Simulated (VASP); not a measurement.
# HgTe in VASP: notebook, part 2 of 3

VASP 6.6.1. Earlier steps stand in the parts before.

### Step 3. Single point, PBEsol (biaxial strain in the a-b plane: -2.0 %)

Contents of INCAR:

```
PREC = Accurate ; ENCUT = 500
EDIFF = 1E-6 ; ISMEAR = 0
SIGMA = 0.1 ; LREAL = False
LASPH = True ; NELM = 120
ALGO = Normal ; ISIF = 2
LWAVE = False ; LCHARG = False
GGA = PS ; NBANDS = 26
GGA_COMPAT = False
```

Contents of KPOINTS:

```
regular mesh
0
Gamma
  12 12 8
```

Contents of POSCAR:

```
HgTe
1.0
    3.1905269205      3.1905269205      0.0000000000
   -3.1905269205      3.1905269205      0.0000000000
    0.0000000000      0.0000000000      6.5894147827
Hg Te
2 2
Direct
    0.0000000000      0.0000000000      0.0000000000
    0.5000000000      0.5000000000      0.5000000000
    0.5000000000      0.0000000000      0.7500000000
    0.0000000000      0.5000000000      0.2500000000
```

Potentials or basis: VASP PAW PBE potentials, release 64 (Hg, Te).

Launch:

```sh
$ cat potpaw_PBE.64/Hg/POTCAR potpaw_PBE.64/Te/POTCAR > POTCAR
$ mpirun -np 1 vasp_std > vasp.out
```

OUTCAR:

```text
PREC = Accurate
   ENCUT = 500
   EDIFF = 1E-6
   ISMEAR = 0
   LREAL = False
   LASPH = True
   NELM = 120
   ISIF = 2
   GGA = PS

 ion  position               nearest neighbor table
   1  0.000  0.000  0.000-   3 2.79   4 2.79   4 2.79   3 2.79
   2  0.500  0.500  0.500-   3 2.79   4 2.79   3 2.79   4 2.79
   3  0.500  0.000  0.750-   1 2.79   2 2.79   2 2.79   1 2.79
   4  0.000  0.500  0.250-   1 2.79   2 2.79   1 2.79   2 2.79

  LATTYP: Found a simple tetragonal cell.
 ALAT       =     4.5120864421
 C/A-ratio  =     1.4603919644

  Lattice vectors:

 A1 = (   3.1905269205,   3.1905269205,   0.0000000000)
 A2 = (  -3.1905269205,   3.1905269205,   0.0000000000)
 A3 = (   0.0000000000,   0.0000000000,   6.5894147827)

Analysis of symmetry for initial positions (statically):
=====================================================================
 Subroutine PRICEL returns following result:

  LATTYP: Found a body centered tetragonal cell.
 ALAT       =     4.5120864421
 C/A-ratio  =     1.4603919644

  Lattice vectors:

 A1 = (   3.1905269205,   0.0000000000,  -3.2947073913)
 A2 = (  -3.1905269205,   0.0000000000,  -3.2947073913)
 A3 = (   0.0000000000,   3.1905269205,   3.2947073913)

   2 primitive cells build up your supercell.

 Routine SETGRP: Setting up the symmetry group for a
 simple tetragonal supercell.

 Subroutine GETGRP returns: Found  8 space group operations
 (whereof  8 operations were pure point group operations)
 out of a pool of 16 trial point group operations.

The static configuration has the point symmetry D_2d.

Analysis of symmetry for dynamics (positions and initial velocities):
=====================================================================
 Subroutine PRICEL returns following result:

  LATTYP: Found a body centered tetragonal cell.
 ALAT       =     4.5120864421
 C/A-ratio  =     1.4603919644

  Lattice vectors:

 A1 = (   3.1905269205,   0.0000000000,  -3.2947073913)
 A2 = (  -3.1905269205,   0.0000000000,  -3.2947073913)
 A3 = (   0.0000000000,   3.1905269205,   3.2947073913)

   2 primitive cells build up your supercell.

 Routine SETGRP: Setting up the symmetry group for a
 simple tetragonal supercell.

 Subroutine GETGRP returns: Found  8 space group operations
 (whereof  8 operations were pure point group operations)
 out of a pool of 16 trial point group operations.

The dynamic configuration has the point symmetry D_2d.

 Subroutine INISYM returns: Found  8 space group operations
 (whereof  8 operations are pure point group operations),
 and found     2 'primitive' translations

----------------------------------------------------------------------------------------

                                     Primitive cell

  volume of cell :      67.0767

  direct lattice vectors                    reciprocal lattice vectors
     3.190526920  0.000000000 -3.294707391     0.156713926  0.156713926 -0.151758545
    -3.190526920  0.000000000 -3.294707391    -0.156713926  0.156713926 -0.151758545
     0.000000000  3.190526920  3.294707391     0.000000000  0.313427852  0.000000000

  length of vectors
     4.586344822  4.586344822  4.586344822     0.268605967  0.268605967  0.313427852

  position of ions in fractional coordinates (direct lattice)
     0.000000000  0.000000000  0.000000000
     0.750000000  0.250000000  0.500000000

  ion indices of the primitive-cell ions
   primitive index   ion index
                 1           1
                 2           3

----------------------------------------------------------------------------------------

 KPOINTS: regular mesh

Automatic generation of k-mesh.
 Grid dimensions read from file:
 generate k-points for:   12   12    8

 Generating k-lattice:

  Cartesian coordinates                     Fractional coordinates (reciprocal lattice)
     0.013059494  0.013059494  0.000000000     0.083333333  0.000000000  0.000000000
    -0.013059494  0.013059494  0.000000000     0.000000000  0.083333333  0.000000000
     0.000000000  0.000000000  0.018969818     0.000000000  0.000000000  0.125000000

  Length of vectors
     0.018468913  0.018468913  0.018969818

  Shift w.r.t. Gamma in fractional coordinates (k-lattice)
     0.000000000  0.000000000  0.000000000

 Subroutine IBZKPT returns following result:
 ===========================================

 Found    140 irreducible k-points:

 Following reciprocal coordinates:
            Coordinates               Weight
  0.000000  0.000000  0.000000      1.000000
  0.083333  0.000000  0.000000      4.000000
  0.166667  0.000000  0.000000      4.000000
  0.250000  0.000000  0.000000      4.000000
  0.333333  0.000000  0.000000      4.000000
  0.416667  0.000000  0.000000      4.000000
[... 16 lines left out ...]
  0.333333  0.333333  0.000000      4.000000
  0.416667  0.333333  0.000000      8.000000
 [... further k-points ...]
   k-points           NKPTS =    140   k-points in BZ     NKDIM =    140   number of bands    NBANDS=     26
   number of dos      NEDOS =    301   number of ions     NIONS =      4
   total plane-waves  NPLWV =  62208
   dimension x,y,z NGX =    36 NGY =   36 NGZ =   48
   dimension x,y,z NGXF=    72 NGYF=   72 NGZF=   96
   ions per type =               2   2
   NGX,Y,Z   is equivalent  to a cutoff of  13.26, 13.26, 12.11 a.u.
   NGXF,Y,Z  is equivalent  to a cutoff of  26.53, 26.53, 24.22 a.u.
 SYSTEM =  unknown system
   PREC   = accura    normal or accurate (medium, high low for compatibility)
   ISTART =      0    job   : 0-new  1-cont  2-samecut
   ICHARG =      2    charge: 1-file 2-atom 10-const
   ISPIN  =      1    spin polarized calculation?
   LNONCOLLINEAR =      F non collinear calculations
   LSORBIT =      F    spin-orbit coupling
   LASPH  =      T    aspherical Exc in radial PAW
   ENCUT  =  500.0 eV  36.75 Ry    6.06 a.u.   8.23  8.23 12.01*2*pi/ulx,y,z
   NELM   =    120;   NELMIN=  2; NELMDL= -5     # of ELM steps
   EDIFF  = 0.1E-05   stopping-criterion for ELM
   LREAL  =      F    real-space projection
[... 7 lines left out ...]
   TEBEG  =    0.0;   TEEND  =   0.0 temperature during run
   PSTRESS=    0.0 pullay stress
   NELECT =      36.0000    total number of electrons
   NUPDOWN=      -1.0000    fix difference up-down
   EMIN   =  10.00;   EMAX   =-10.00  energy-range for DOS
   EFERMI =   0.00;   METHOD = LEGACY
   ISMEAR =     0;   SIGMA  =   0.10  broadening in eV -4-tet -1-fermi 0-gaus
   EFERMI_NEDOS =   21; number of points for ismear=-14 and -15
   IALGO  =     38    algorithm
   IMIX   =      4    mixing-type and parameters
     AMIX     =   0.40;   BMIX     =  1.00
     AMIX_MAG =   1.60;   BMIX_MAG =  1.00
  volume/ion in A,a.u.               =      33.54       226.33
  Fermi-wavevector in a.u.,A,eV,Ry     =   1.055946  1.995449 15.170799  1.115022
  Thomas-Fermi vector in A             =   2.191163
   LORBIT       =      0    0 simple, 1 ext, 2 COOP (PROOUT), +10 PAW based schemes
   GGA     = PS    functional components
   LHFCALC =     F    Hartree Fock is set to
   AEXX    =    0.0000 exact exchange contribution
   IVDW    =     0    specifies the selected vdW correction
   LEPSILON=     F    determine dielectric tensor
   LRPA    =     F    only Hartree local field effects (RPA)
 non-spin polarized calculation
 Gauss-broadening in eV      SIGMA  =   0.10
  energy-cutoff  :      500.00
  volume of cell :      134.15
 maximum number of plane-waves:      3426
 NGX is ok and might be reduce to    36
   NGX = 17   NGY = 17   NGZ = 25

 number of electron      36.0000000 magnetization

 Free energy of the ion-electron system (eV)
  ---------------------------------------------------
  ext. energy  EPLUGINS =         0.00000000
  ---------------------------------------------------
  free energy    TOTEN  =        -8.73272383 eV

  energy without entropy =       -8.73252100  energy(sigma->0) =       -8.73262242

 E-fermi :   3.1170     XC(G=0):  -8.9690

 val. band max:        3.0594073726   @ k =   0.0000   0.0000   0.0000
 cond. band min:       3.3937645681   @ k =   0.0833   0.0000   0.0000
 fundamental gap:      0.3343571956
 Fermi energy:         3.1169517060

 k-point     1 :       0.0000    0.0000    0.0000
  band No.  band energies     occupation
      1      -9.0481      2.00000
      2      -8.2674      2.00000
      3      -4.3662      2.00000
      4      -4.3579      2.00000
      5      -4.3579      2.00000
      6      -4.1854      2.00000
[... 18 lines left out ...]
     25       9.3267      0.00000
     26      11.0024      0.00000
[... 644 lines left out ...]
      4      -4.1699      2.00000
      5      -4.0936      2.00000
      6      -4.0536      2.00000
[... 18 lines left out ...]
     25      10.5469      0.00000
     26      10.7152      0.00000

 [... further k-points ...]
[... 5 lines left out ...]
  --------------------------------------------------------------------------------------
  -------------------------------------------------------------------------------------
  Total        1.2818605      1.2818605      0.8452598      0.0000000      0.0000000      0.0000000
  in kB       15.3091003     15.3091003     10.0948324      0.0000000      0.0000000      0.0000000
  external PRESSURE =      13.5710110 kB  Pullay stress =       0.0000000 kB

 VOLUME and BASIS-vectors are now :
 -----------------------------------------------------------------------------
  energy-cutoff  :      500.00
  volume of cell :      134.15
      direct lattice vectors                 reciprocal lattice vectors
     3.190526920  3.190526920  0.000000000     0.156713926  0.156713926  0.000000000
    -3.190526920  3.190526920  0.000000000    -0.156713926  0.156713926  0.000000000
     0.000000000  0.000000000  6.589414783     0.000000000  0.000000000  0.151758545

 POSITION                                       TOTAL-FORCE (eV/Angst)
 -----------------------------------------------------------------------------------
      0.00000      0.00000      0.00000        -0.000000     -0.000000      0.000000
      0.00000      3.19053      3.29471         0.000000      0.000000     -0.000000
      1.59526      1.59526      4.94206         0.000000      0.000000      0.000000
     -1.59526      1.59526      1.64735         0.000000      0.000000      0.000000
 -----------------------------------------------------------------------------------
    total drift:                               -0.000000      0.000000      0.000000

  FREE ENERGIE OF THE ION-ELECTRON SYSTEM (eV)
  ---------------------------------------------------
  free  energy   TOTEN  =        -8.7327238317 eV

  energy  without entropy=       -8.7325209990  energy(sigma->0) =       -8.73262242
```

OSZICAR:

```text
N       E                     dE             d eps       ncg     rms          rms(c)
DAV:   1     0.229021940916E+03    0.22902E+03   -0.15562E+04  7280   0.117E+03
DAV:   2     0.222575824098E+01   -0.22680E+03   -0.21797E+03  7830   0.279E+02
DAV:   3    -0.906049752090E+01   -0.11286E+02   -0.11189E+02  8704   0.620E+01
DAV:   4    -0.920635504829E+01   -0.14586E+00   -0.14574E+00  9140   0.621E+00
DAV:   5    -0.920766847887E+01   -0.13134E-02   -0.13134E-02  8496   0.635E-01    0.109E+01
DAV:   6    -0.875333513648E+01    0.45433E+00   -0.10553E+00  7962   0.113E+01    0.853E+00
DAV:   7    -0.873874913705E+01    0.14586E-01   -0.35456E-01  7786   0.323E+00    0.282E+00
DAV:   8    -0.873292573326E+01    0.58234E-02   -0.46061E-02  7600   0.207E+00    0.854E-01
DAV:   9    -0.873281310469E+01    0.11263E-03   -0.41979E-03  8086   0.639E-01    0.256E-01
DAV:  10    -0.873272026955E+01    0.92835E-04   -0.44577E-04  7600   0.202E-01    0.503E-02
DAV:  11    -0.873273017106E+01   -0.99015E-05   -0.20541E-04  7780   0.111E-01    0.495E-02
DAV:  12    -0.873272557712E+01    0.45939E-05   -0.17217E-05  7834   0.386E-02    0.360E-02
DAV:  13    -0.873272373422E+01    0.18429E-05   -0.18339E-05  7838   0.314E-02    0.259E-02
DAV:  14    -0.873272383169E+01   -0.97469E-07   -0.25578E-06  6372   0.116E-02
   1 F= -.87327238E+01 E0= -.87326224E+01  d E =-.202833E-03
```

Run time: 6 min. Hardware: 1 thread of Intel Xeon Platinum 8488C (Sapphire Rapids), shared host; peak memory 0.53 GiB.

What came out:

```yaml
Free_energy: -8.7327 eV
Pressure: 1.4 GPa
Band_gap_on_the_k_mesh: zero (filled and empty bands touch)
```

Stress tensor (GPa, compression positive):
```
1.53 0.00 0.00
0.00 1.53 0.00
0.00 0.00 1.01
```

Levels at points of the mesh, in eV from the Fermi level:
```tsv
k point	band 14	band 15	band 16	band 17	band 18	band 19	band 20	band 21	band 22	band 23
(0.00, 0.00, 0.00)	-2.33	-2.33	-0.89	-0.18	-0.06	-0.06	1.90	2.36	4.08	4.08
(0.50, 0.00, 0.00)	-4.77	-2.73	-2.73	-1.04	-1.04	2.04	2.04	4.60	4.60	5.30
(0.50, 0.50, 0.00)	-5.55	-2.50	-2.50	-2.42	-2.42	1.67	1.67	2.22	2.22	8.09
(0.00, 0.00, 0.50)	-3.61	-1.38	-1.38	-1.38	-1.38	1.92	1.92	2.79	2.79	6.08
(0.50, 0.00, 0.50)	-5.67	-1.18	-1.18	-1.03	-1.03	0.53	0.53	4.80	4.80	4.97
(0.50, 0.50, 0.50)	-5.64	-2.80	-2.80	-2.74	-2.74	2.88	2.88	4.35	4.35	4.91
```

Caveat: the cell differs from its parent crystal (biaxial strain in the a-b plane: -2.0 %); semilocal functionals underestimate gaps, and a narrow one can read as zero; the PAW data sets were made with another functional, which shifts forces and pressure a little; spin-orbit coupling is left out, which moves the levels of the heavy elements.

(Part 2 of 3 ends here.)

The gap in the log of VASP goes by the Fermi energy; the results here count the filled bands.